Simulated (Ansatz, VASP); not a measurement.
## Two plane-wave programs on LiCl

```
Li Cl
1.0
     0.00000    2.53141    2.53141
     2.53141    0.00000    2.53141
     2.53141    2.53141    0.00000
Li Cl
1 1
Direct
  0.00000 0.00000 0.00000
  0.50000 0.50000 0.50000
```

Alike in both runs: functional PBEsol; k mesh 14 × 14 × 14; occupations fermi-dirac, width 0.05 eV; no spin polarisation.

Ansatz relaxed the structure, and its values are those at the end. VASP's run is a single point on that final structure, the one shown.

```csv
,VASP,Ansatz
version,VASP 6.6.1,Ansatz 0.2.0
potentials or method,"VASP PAW PBE potentials, release 64 (Li_sv, Cl)","PAW with Ansatz's default frozen-core files, scalar-relativistic"
plane-wave cutoff (eV),520,420
valence electrons in the cell,10,10
```

VASP gave:

* gap on the k mesh at the Fermi level (eV): 6.36

What did Ansatz give for the same quantities?

gap on the k mesh at the Fermi level (eV): 6.35.

VASP's potentials were made for PBE, not for PBEsol. The functional is the same, so the differences come from potentials, cutoffs and numerics.

Noted on VASP's run: the cutoff is short for stress, so the pressure is rough.
